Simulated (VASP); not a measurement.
# Ir (I4/mmm) in VASP: notebook

The runs below take Ir through single point, with PBEsol.

Program: VASP 6.6.1. These are calculated values, not measurements. Logs are shortened: lines on timing, memory, paths and dates and some standing lists are left out, and cuts for length are marked.

### Step 1. The cell of the first run

Symmetry: I4/mmm, No. 139, tetragonal system. Conventional cell: a = 2.715 Å, b = 2.715 Å, c = 3.686 Å, α = 90.00°, β = 90.00°, γ = 90.00°. Within 3.5 Å of Ir (site symmetry 4/mmm) lie 12 Ir at 2.66 to 2.71 Å.

### Step 2. Single point, PBEsol (strain +0.000 along x and y, -0.040 along z)

Input file INCAR:

```
ALGO = Normal ; EDIFF = 1E-6
ENCUT = 520 ; GGA = PS
ISIF = 2 ; ISMEAR = 0
LASPH = T ; LCHARG = T
LELF = T ; LREAL = F
LVHAR = T ; LWAVE = F
NBANDS = 10 ; NELM = 100
PREC = Accurate ; SIGMA = 0.15
```

Input file KPOINTS:

```
k-points
0
Gamma
  22 22 22
```

Input file POSCAR:

```
Ir
1.0
    0.0000000000      1.9197000000      1.8429120000
    1.9197000000      0.0000000000      1.8429120000
    1.9197000000      1.9197000000      0.0000000000
Ir
1
Direct
    0.0000000000      0.0000000000      0.0000000000
```

Potentials or basis: VASP PAW PBE potentials, release 64 (Ir).

Started as:

```sh
$ cat potpaw_PBE.64/Ir/POTCAR > POTCAR
$ mpirun -np 1 vasp_std > vasp.out
```

OUTCAR:

```text
EDIFF = 1E-6
   ENCUT = 520
   GGA = PS
   ISIF = 2
   ISMEAR = 0
   LASPH = T
   LREAL = F
   NELM = 100
   PREC = Accurate

 ion  position               nearest neighbor table
   1  0.000  0.000  0.000-

  LATTYP: Found a body centered tetragonal cell.
 ALAT       =     2.7148657757
 C/A-ratio  =     1.3576450199

  Lattice vectors:

 A1 = (   0.0000000000,  -1.9197000000,  -1.8429120000)
 A2 = (   0.0000000000,   1.9197000000,  -1.8429120000)
 A3 = (   1.9197000000,   0.0000000000,   1.8429120000)

Analysis of symmetry for initial positions (statically):
=====================================================================
 Subroutine PRICEL returns:
 Original cell was already a primitive cell.

 Routine SETGRP: Setting up the symmetry group for a
 body centered tetragonal supercell.

 Subroutine GETGRP returns: Found 16 space group operations
 (whereof 16 operations were pure point group operations)
 out of a pool of 16 trial point group operations.

The static configuration has the point symmetry D_4h.

Analysis of symmetry for dynamics (positions and initial velocities):
=====================================================================
 Subroutine PRICEL returns:
 Original cell was already a primitive cell.

 Routine SETGRP: Setting up the symmetry group for a
 body centered tetragonal supercell.

 Subroutine GETGRP returns: Found 16 space group operations
 (whereof 16 operations were pure point group operations)
 out of a pool of 16 trial point group operations.

The dynamic configuration has the point symmetry D_4h.

 Subroutine INISYM returns: Found 16 space group operations
 (whereof 16 operations are pure point group operations),
 and found     1 'primitive' translations

----------------------------------------------------------------------------------------

                                     Primitive cell

  volume of cell :      13.5832

  direct lattice vectors                    reciprocal lattice vectors
     0.000000000  1.919700000  1.842912000    -0.260457363  0.260457363  0.271309753
     1.919700000  0.000000000  1.842912000     0.260457363 -0.260457363  0.271309753
     1.919700000  1.919700000  0.000000000     0.260457363  0.260457363 -0.271309753

  length of vectors
     2.661122457  2.661122457  2.714865776     0.457476839  0.457476839  0.457476839

  position of ions in fractional coordinates (direct lattice)
     0.000000000  0.000000000  0.000000000

  ion indices of the primitive-cell ions
   primitive index   ion index
                 1           1

----------------------------------------------------------------------------------------

 KPOINTS: k-points

Automatic generation of k-mesh.
 Grid dimensions read from file:
 generate k-points for:   22   22   22

 Generating k-lattice:

  Cartesian coordinates                     Fractional coordinates (reciprocal lattice)
    -0.011838971  0.011838971  0.012332262     0.045454545 -0.000000000  0.000000000
     0.011838971 -0.011838971  0.012332262    -0.000000000  0.045454545  0.000000000
     0.011838971  0.011838971 -0.012332262     0.000000000  0.000000000  0.045454545

  Length of vectors
     0.020794402  0.020794402  0.020794402

  Shift w.r.t. Gamma in fractional coordinates (k-lattice)
     0.000000000  0.000000000  0.000000000

 Subroutine IBZKPT returns following result:
 ===========================================

 Found    834 irreducible k-points:

 Following reciprocal coordinates:
            Coordinates               Weight
  0.000000  0.000000  0.000000      1.000000
  0.045455  0.000000  0.000000      8.000000
  0.090909  0.000000  0.000000      8.000000
  0.136364  0.000000  0.000000      8.000000
  0.181818  0.000000  0.000000      8.000000
  0.227273  0.000000  0.000000      8.000000
[... 16 lines left out ...]
  0.500000  0.045455  0.000000      8.000000
 -0.454545  0.045455  0.000000      8.000000
 [... further k-points ...]
   k-points           NKPTS =    834   k-points in BZ     NKDIM =    834   number of bands    NBANDS=     10
   number of dos      NEDOS =    301   number of ions     NIONS =      1
   total plane-waves  NPLWV =   8000
   dimension x,y,z NGX =    20 NGY =   20 NGZ =   20
   dimension x,y,z NGXF=    40 NGYF=   40 NGZF=   40
   ions per type =               1
   NGX,Y,Z   is equivalent  to a cutoff of  12.49, 12.49, 12.25 a.u.
   NGXF,Y,Z  is equivalent  to a cutoff of  24.99, 24.99, 24.49 a.u.
 SYSTEM =  unknown system
   PREC   = accura    normal or accurate (medium, high low for compatibility)
   ISTART =      0    job   : 0-new  1-cont  2-samecut
   ICHARG =      2    charge: 1-file 2-atom 10-const
   ISPIN  =      1    spin polarized calculation?
   LNONCOLLINEAR =      F non collinear calculations
   LSORBIT =      F    spin-orbit coupling
   LASPH  =      T    aspherical Exc in radial PAW
   ENCUT  =  520.0 eV  38.22 Ry    6.18 a.u.   4.95  4.95  5.05*2*pi/ulx,y,z
   NELM   =    100;   NELMIN=  2; NELMDL= -5     # of ELM steps
   EDIFF  = 0.1E-05   stopping-criterion for ELM
   LREAL  =      F    real-space projection
   EDIFFG = 0.1E-04   stopping-criterion for IOM
   NSW    =      0    number of steps for IOM
   IBRION =     -1    ionic relax: 0-MD 1-quasi-New 2-CG
   NFREE  =      0    steps in history (QN), initial steepest desc. (CG)
   ISIF   =      2    stress and relaxation
   ISYM   =      2    0-nonsym 1-usesym 2-fastsym
   POTIM  = 0.5000    time-step for ionic-motion
   TEBEG  =    0.0;   TEEND  =   0.0 temperature during run
   PSTRESS=    0.0 pullay stress
   NELECT =       9.0000    total number of electrons
   NUPDOWN=      -1.0000    fix difference up-down
   EMIN   =  10.00;   EMAX   =-10.00  energy-range for DOS
   EFERMI =   0.00;   METHOD = LEGACY
   ISMEAR =     0;   SIGMA  =   0.15  broadening in eV -4-tet -1-fermi 0-gaus
   EFERMI_NEDOS =   21; number of points for ismear=-14 and -15
   IALGO  =     38    algorithm
   IMIX   =      4    mixing-type and parameters
     AMIX     =   0.40;   BMIX     =  1.00
     AMIX_MAG =   1.60;   BMIX_MAG =  1.00
  volume/ion in A,a.u.               =      13.58        91.66
  Fermi-wavevector in a.u.,A,eV,Ry     =   1.427212  2.697040 27.714180  2.036935
  Thomas-Fermi vector in A             =   2.547406
   LORBIT       =      0    0 simple, 1 ext, 2 COOP (PROOUT), +10 PAW based schemes
   GGA     = PS    functional components
   LHFCALC =     F    Hartree Fock is set to
   AEXX    =    0.0000 exact exchange contribution
   IVDW    =     0    specifies the selected vdW correction
   LEPSILON=     F    determine dielectric tensor
   LRPA    =     F    only Hartree local field effects (RPA)
 non-spin polarized calculation
 Gauss-broadening in eV      SIGMA  =   0.15
  energy-cutoff  :      520.00
  volume of cell :       13.58
 maximum number of plane-waves:       378
   NGX =  9   NGY =  9   NGZ =  9

 number of electron       9.0000000 magnetization

 Free energy of the ion-electron system (eV)
  ---------------------------------------------------
  ext. energy  EPLUGINS =         0.00000000
  ---------------------------------------------------
  free energy    TOTEN  =        -9.77854939 eV

  energy without entropy =       -9.76728750  energy(sigma->0) =       -9.77291844

 E-fermi :  10.9375     XC(G=0): -14.3411

 val. band max:       10.9366969352   @ k =   0.5000   0.3636   0.1364
 cond. band min:      10.9375857686   @ k =  -0.1818   0.1364   0.0909
 fundamental gap:      0.0008888334
 Fermi energy:        10.9375439207

 k-point     1 :       0.0000    0.0000    0.0000
  band No.  band energies     occupation
      1      -0.6682      2.00000
      2       6.6471      2.00000
      3       6.6471      2.00000
      4       7.1919      2.00000
      5       9.3316      2.00000
      6      10.0626      2.00000
      7      25.2303      0.00000
      8      30.5578      0.00000
      9      30.5578      0.00000
     10      31.9925      0.00000

 k-point     2 :       0.0455    0.0000    0.0000
  band No.  band energies     occupation
      1      -0.5716      2.00000
      2       6.6283      2.00000
      3       6.6900      2.00000
      4       7.1990      2.00000
      5       9.3090      2.00000
      6      10.0269      2.00000
      7      25.4018      0.00000
      8      30.2536      0.00000
      9      30.7171      0.00000
     10      31.9017      0.00000

 k-point     3 :       0.0909    0.0000    0.0000
  band No.  band energies     occupation
      1      -0.2884      2.00000
      2       6.5458      2.00000
      3       6.8057      2.00000
      4       7.2539      2.00000
      5       9.2585      2.00000
      6       9.9340      2.00000
      7      25.8879      0.00000
      8      29.2963      0.00000
      9      31.1859      0.00000
     10      32.1764      0.00000

 k-point     4 :       0.1364    0.0000    0.0000
  band No.  band energies     occupation
      1       0.1590      2.00000
      2       6.3953      2.00000
      3       6.9522      2.00000
      4       7.3765      2.00000
      5       9.2332      2.00000
      6       9.8279      2.00000
      7      26.5821      0.00000
      8      28.0985      0.00000
      9      31.9374      0.00000
     10      32.8795      0.00000
[... 222 lines left out ...]
 k-point    22 :       0.4545    0.0455    0.0000
  band No.  band energies     occupation
      1       2.4777      2.00000
      2       6.5406      2.00000
      3       6.9790      2.00000
      4       9.0854      2.00000
      5      11.9024      0.00000
      6      12.0327      0.00000
      7      19.3495      0.00000
      8      25.1292      0.00000
      9      30.8348      0.00000
     10      31.9457      0.00000

 k-point    23 :       0.5000    0.0455    0.0000
  band No.  band energies     occupation
      1       2.4681      2.00000
      2       6.4860      2.00000
      3       6.9257      2.00000
      4       9.5882      2.00000
      5      12.1202      0.00000
      6      12.2310      0.00000
      7      18.6449      0.00000
      8      24.9139      0.00000
      9      30.6480      0.00000
     10      31.3742      0.00000

 k-point    24 :      -0.4545    0.0455    0.0000
  band No.  band energies     occupation
      1       2.4713      2.00000
      2       6.4888      2.00000
      3       6.9342      2.00000
      4       9.5249      2.00000
      5      11.9557      0.00000
      6      12.2188      0.00000
      7      18.8352      0.00000
      8      24.9561      0.00000
      9      30.9767      0.00000
     10      31.2456      0.00000

 [... further k-points ...]
[... 5 lines left out ...]
  --------------------------------------------------------------------------------------
  -------------------------------------------------------------------------------------
  Total        0.8867676      0.8867676      2.2994929      0.0000000      0.0000000     -0.0000000
  in kB      104.5969621    104.5969621    271.2322552      0.0000000      0.0000000     -0.0000000
  external PRESSURE =     160.1420598 kB  Pullay stress =       0.0000000 kB

 VOLUME and BASIS-vectors are now :
 -----------------------------------------------------------------------------
  energy-cutoff  :      520.00
  volume of cell :       13.58
      direct lattice vectors                 reciprocal lattice vectors
     0.000000000  1.919700000  1.842912000    -0.260457363  0.260457363  0.271309753
     1.919700000  0.000000000  1.842912000     0.260457363 -0.260457363  0.271309753
     1.919700000  1.919700000  0.000000000     0.260457363  0.260457363 -0.271309753

 POSITION                                       TOTAL-FORCE (eV/Angst)
 -----------------------------------------------------------------------------------
      0.00000      0.00000      0.00000         0.000000      0.000000      0.000000
 -----------------------------------------------------------------------------------
    total drift:                                0.000000      0.000000      0.000000

  FREE ENERGIE OF THE ION-ELECTRON SYSTEM (eV)
  ---------------------------------------------------
  free  energy   TOTEN  =        -9.7785493891 eV

  energy  without entropy=       -9.7672874954  energy(sigma->0) =       -9.77291844
```

It took 77 s on 1 thread of Intel Xeon Platinum 8375C at 2.90GHz (Ice Lake), shared host; peak memory 0.23 GiB.

What came out:

```yaml
Free_energy: -9.7785 eV
Pressure: 16.0 GPa
```

Levels at points of the mesh, in eV from the Fermi level:
```
           k point  band 1  band 2  band 3  band 4  band 5  band 6  band 7  band 8
(0.00, 0.00, 0.00)  -11.61   -4.29   -4.29   -3.75   -1.61   -0.87   14.29   19.62
(0.50, 0.00, 0.00)   -8.55   -4.53   -3.92   -0.89    0.84    1.18    7.71   13.77
(0.50, 0.50, 0.00)   -8.36   -7.83    0.96    1.66    1.66    2.29   11.39   11.39
(0.50, 0.00, 0.50)   -8.41   -7.76    0.98    1.34    1.38    1.88   10.70   11.89
```

Caveat: the cell differs from its parent crystal (strain +0.000 along x and y, -0.040 along z); the PAW data sets were made with another functional, which shifts forces and pressure a little; spin-orbit coupling is left out, which moves the levels of the heavy elements.

(Continued in part 2 of 2.)
